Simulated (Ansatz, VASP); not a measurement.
**Two plane-wave programs on CdF2**

```
CELL_PARAMETERS angstrom
3.16559 0.00000 0.00000
-1.58280 2.74148 0.00000
0.00000 0.00000 5.06495
ATOMIC_POSITIONS crystal
Cd 0.00000 0.00000 0.00000
F 0.33333 0.66667 0.25000
F 0.66667 0.33333 0.75000
```

Alike in both runs: task relaxation of cell and atoms; functional PBE; k mesh 13 × 13 × 7; occupations fermi-dirac, width 0.05 eV; no spin polarisation.

|  | VASP | Ansatz |
| --- | --- | --- |
| version | VASP 6.6.1 | Ansatz 0.2.0 |
| potentials or method | VASP PAW PBE potentials, release 64 (Cd, F) | PAW with Ansatz's default frozen-core files, scalar-relativistic |
| plane-wave cutoff (eV) | 600 | 420 |
| valence electrons in the cell | 26 | 34 |

Ansatz gave:

| Property | Result |
| --- | --- |
| relaxed volume (Å³/atom) | 18.10 |
| relaxed length of the cell vector where the two differ most in proportion (Å) | 4.966 |

**Question.** Which values does VASP return?

**Answer.** Relaxed volume (Å³/atom): 17.05; relaxed length of the cell vector where the two differ most in proportion (Å): 4.668.

One of these differences is far larger than is usual between the two programs; its cause wasn't traced. VASP's potentials hold 26 valence electrons a cell and Ansatz's 34, so a difference there can come from the potentials and not from the codes.

Noted on VASP's run: the volume moved by over 15 % at a fixed basis, so the end points are rough.
